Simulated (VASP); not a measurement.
Wanted: the native input for a VASP 6.6.1 run.

```
Task                   : single point
Functional             : revPBE
Potentials or basis    : VASP PAW PBE potentials, release 64 (Tl_d)
Cutoff                 : 520 eV
k mesh                 : 11 × 11 × 11
Occupations            : fermi-dirac, width 0.1 eV
Spin                   : no spin polarisation
Dipole correction      : no
Further INCAR settings : ALGO = Normal; EDIFF = 1e-06; NBANDS = 12
```

The structure of Tl lies in POSCAR:

```
Tl
1.0
    3.4374699971      0.0000000000      0.0000000000
    0.0000000000      3.4374699971      0.0000000000
    0.0000000000      0.0000000000      3.4374699971
Tl
1
Direct
    0.0000000000      0.0000000000      0.0000000000
```

This cell differs from its parent crystal: volume scaled by 1.12.

These files were run (other wordings do the same):

INCAR

```
SYSTEM = Tl
PREC = Accurate
ENCUT = 520
EDIFF = 1E-6
ISMEAR = -1
SIGMA = 0.1
LREAL = .False.
LASPH = .True.
NELM = 60
ALGO = Normal
ISIF = 2
LWAVE = .False.
LCHARG = .True.
GGA = RE
LELF = .True.
LVHAR = .True.
NBANDS = 12
```

KPOINTS

```
Automatic mesh
0
Gamma
  11 11 11
  0 0 0
```

Potentials or basis: VASP PAW PBE potentials, release 64 (Tl_d).

The run is started by

```sh
$ cat potpaw_PBE.64/Tl_d/POTCAR > POTCAR
$ mpirun -np 1 vasp_std > vasp.out
```

It gave:

| Property | Result |
| --- | --- |
| Pressure | -1.5 GPa |

Caveat: the PAW data sets were made with another functional, which shifts forces and pressure a little.

Run time: 30 s on 1 thread of AMD EPYC 7R43 64-Core Processor (Zen 3) (shared host), peak memory 0.13 GiB.
